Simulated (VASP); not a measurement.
Wanted: the native input for a VASP 6.6.1 run.

| Property | Result |
| --- | --- |
| Task | single point |
| Functional | PBE |
| Potentials or basis | VASP PAW PBE potentials, release 64 (In_d, Se) |
| Cutoff | 520 eV |
| k mesh | 7 × 7 × 6 |
| Occupations | fermi-dirac, width 0.02 eV |
| Spin | no spin polarisation |
| Dipole correction | no |
| Further INCAR settings | ALGO = Normal; EDIFF = 1e-06; NBANDS = 27 |

The structure of InSe lies in POSCAR:

```
InSe
1.0
    5.8679026766     -2.0550000000      0.0000000000
    5.8679026766      2.0550000000      0.0000000000
   -1.5994156962      0.0000000000      4.2371832783
In Se
2 2
Direct
    0.8840000000      0.8840000000      0.0050000000
    0.1160000000      0.1160000000      0.9950000000
    0.6600000000      0.6600000000      0.6420000000
    0.3400000000      0.3400000000      0.3580000000
```

This cell differs from its parent crystal: zz strain of -2 %.

These files were run (other wordings do the same):

INCAR

```
SYSTEM = InSe
PREC     = Accurate       ! precision mode
ENCUT    = 520            ! plane-wave cutoff, eV
EDIFF    = 1E-6           ! SCF threshold, eV
ISMEAR   = -1             ! smearing method
SIGMA    = 0.02           ! smearing width, eV
LREAL    = .False.        ! projectors in reciprocal space
LASPH    = .True.         ! aspherical terms in the spheres
NELM     = 80             ! most SCF steps
ALGO     = Normal         ! electronic algorithm
ISIF     = 2              ! what is computed and relaxed
LWAVE    = .False.        ! write WAVECAR
LCHARG   = .False.        ! write CHGCAR
GGA      = PE             ! functional
NBANDS   = 27             ! bands
```

KPOINTS

```
Automatic mesh
0
Gamma
  7 7 6
  0 0 0
```

Potentials or basis: VASP PAW PBE potentials, release 64 (In_d, Se).

Launch:

```sh
$ cat potpaw_PBE.64/In_d/POTCAR potpaw_PBE.64/Se/POTCAR > POTCAR
$ mpirun -np 1 vasp_std > vasp.out
```

It gave:

| Quantity | Value |
| --- | --- |
| Pressure | 4.2 GPa |
| Largest force | 0.935 eV/Å |
| Band gap on the k mesh | 0.94 eV, indirect (least direct gap 1.31 eV) |

Caveat: the cell differs from its parent crystal (zz strain of -2 %); spin-orbit coupling is left out, which moves the levels of the heavy elements.

Wall time 2.1 min on 1 thread of Intel(R) Xeon(R) 6975P-C (Granite Rapids), on a shared host, peak memory 0.4 GiB.
